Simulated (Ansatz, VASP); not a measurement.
# Al4CoNi3 in VASP and in Ansatz

INCAR

```
SYSTEM = Al4CoNi3
ALGO = Normal ; EDIFF = 1E-7
ENCUT = 520 ; GGA = PE
ISIF = 2 ; ISMEAR = 0
ISPIN = 2 ; LASPH = .True.
LCHARG = .False. ; LMAXMIX = 4
LORBIT = 11 ; LREAL = .False.
LWAVE = .False. ; MAGMOM = 0 0 0 0 0 0 0 -0.72
NBANDS = 40 ; NELM = 150
PREC = Accurate ; SIGMA = 0.1
```

File KPOINTS:

```
k-points
0
Gamma
  4 4 6
  0 0 0
```

Contents of POSCAR:

```
Al4CoNi3
1.0
    5.7561558000      0.0000000000      0.0000000000
    0.0000000000      5.7561558000      0.0000000000
    0.0000000000      0.0000000000      2.9014069000
Al Ni Co
4 3 1
Direct
    0.2483840000      0.2483840000      0.5000000000
    0.2483840000      0.7516160000      0.5000000000
    0.7516160000      0.2483840000      0.5000000000
    0.7516160000      0.7516160000      0.5000000000
    0.0000000000      0.5000000000      0.0000000000
    0.5000000000      0.0000000000      0.0000000000
    0.5000000000      0.5000000000      0.0000000000
    0.0000000000      0.0000000000      0.0000000000
```

Input for Ansatz:

```yaml
crystal:
  lattice:
    - [5.7561558, 0.0, 0.0]
    - [0.0, 5.7561558, 0.0]
    - [0.0, 0.0, 2.9014069]
  atoms:
    - { symbol: Al, position: [0.248384, 0.248384, 0.5] }
    - { symbol: Al, position: [0.248384, 0.751616, 0.5] }
    - { symbol: Al, position: [0.751616, 0.248384, 0.5] }
    - { symbol: Al, position: [0.751616, 0.751616, 0.5] }
    - { symbol: Ni, position: [0.0, 0.5, 0.0] }
    - { symbol: Ni, position: [0.5, 0.0, 0.0] }
    - { symbol: Ni, position: [0.5, 0.5, 0.0] }
    - { symbol: Co, position: [0.0, 0.0, 0.0], spin: -0.72 }
basis:
  ecutwfc: 420
kpoints:
  mp_grid: { grid: [4, 4, 6] }
hamiltonian:
  xc: pbe
scf:
  occupations: { method: gaussian, width: 0.1 }
  lower_state_search: "off"
output:
  forces: true
  stress: true
  eigenvalues: true
  populations: true
magnetization:
  spin_polarized: true
```

Alike in both runs: task single point; functional PBE; k mesh 4 × 4 × 6; occupations gaussian, width 0.1 eV; collinear spin.

|  | VASP | Ansatz |
| --- | --- | --- |
| version | VASP 6.6.1 | Ansatz 0.2.0 |
| potentials or method | VASP PAW PBE potentials, release 64 (Al, Ni, Co), cutoff 520 eV | scalar-relativistic, plane waves, PAW |
| valence electrons in the cell | 51 | 83 |

|  | VASP | Ansatz | Ansatz less VASP |
| --- | --- | --- | --- |
| gap on the k mesh at the Fermi level (eV) | none | none | - |
| pressure (GPa) | 0.2 | 0.2 | +0.01 |
| traceless stress, the component that is largest in VASP (GPa) | -1.13 | -1.08 | +0.050 |
| rms of the force components (eV/Å) | 0.002 | 0.005 | +0.0023 |
| net moment per atom (μB) | 0.11 | 0.12 | +0.003 |
| size of the moment on the site where the two differ most (μB) | 0.65 | 0.67 | +0.019 |

Site moments also hang on the region over which each program counts them. Atom by atom the forces differ by 0.002 eV/Å (rms over components). A gap of «none» marks a metal or a gap that the smearing closes. With one functional, cell and mesh, what is left measures potentials, basis and numerics. VASP's potentials hold 51 valence electrons a cell and Ansatz's 83, so a difference there can come from the potentials and not from the codes.

The k mesh is coarse, so the values compare programs but aren't converged.
